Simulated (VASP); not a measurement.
AlNi3:

```
Al Ni
1.0
     0.00000    2.80189    2.80189
     2.80189    0.00000    2.80189
     2.80189    2.80189    0.00000
Al Ni
1 3
Cartesian
  2.8019 2.8019 2.8019
  1.4009 1.4009 1.4009
  0.0000 0.0000 0.0000
  4.2028 4.2028 4.2028
```

- Program: VASP 6.6.1
- Task: relaxation of cell and atoms
- Functional: PBEsol
- Potentials or basis: VASP PAW PBE potentials, release 64 (Al, Ni)
- Cutoff: 600 eV
- k mesh: 1 × 1 × 1
- Occupations: gaussian, width 0.1 eV
- Spin: no spin polarisation

At the start: pressure 3.6 GPa; volume 11.00 Å³/atom.

Q: How do energy, volume and symmetry change on relaxing?

A: Over 3 steps the energy falls by 2.1 meV/atom and the volume is 11.20 Å³/atom (+1.8 %); space group Fm-3m (No. 225, to 0.05 Å).

The path:
| step | energy change (eV) | largest force (eV/Å) | pressure (GPa) | volume (Å³) |
| --- | --- | --- | --- | --- |
| 1 | 0.0000 | 0.0000 | 3.55 | 43.99 |
| 2 | -0.0011 | 0.0000 | -2.99 | 45.56 |
| 3 | -0.0085 | 0.0000 | 0.05 | 44.79 |

Final structure:
```cif
data_structure
_symmetry_space_group_name_H-M 'P 1'
_symmetry_Int_Tables_number 1
_cell_length_a 3.9862
_cell_length_b 3.9862
_cell_length_c 3.9862
_cell_angle_alpha 60.000
_cell_angle_beta 60.000
_cell_angle_gamma 60.000
_cell_volume 44.79
loop_
_atom_site_label
_atom_site_type_symbol
_atom_site_fract_x
_atom_site_fract_y
_atom_site_fract_z
_atom_site_occupancy
Al1 Al 0.50000 0.50000 0.50000 1
Ni1 Ni 0.25000 0.25000 0.25000 1
Ni2 Ni 0.00000 0.00000 0.00000 1
Ni3 Ni 0.75000 0.75000 0.75000 1
```

Caveat: the k points lie up to 1.93 Å⁻¹ apart in the final cell; the PAW data sets were made with another functional, which shifts forces and pressure a little.
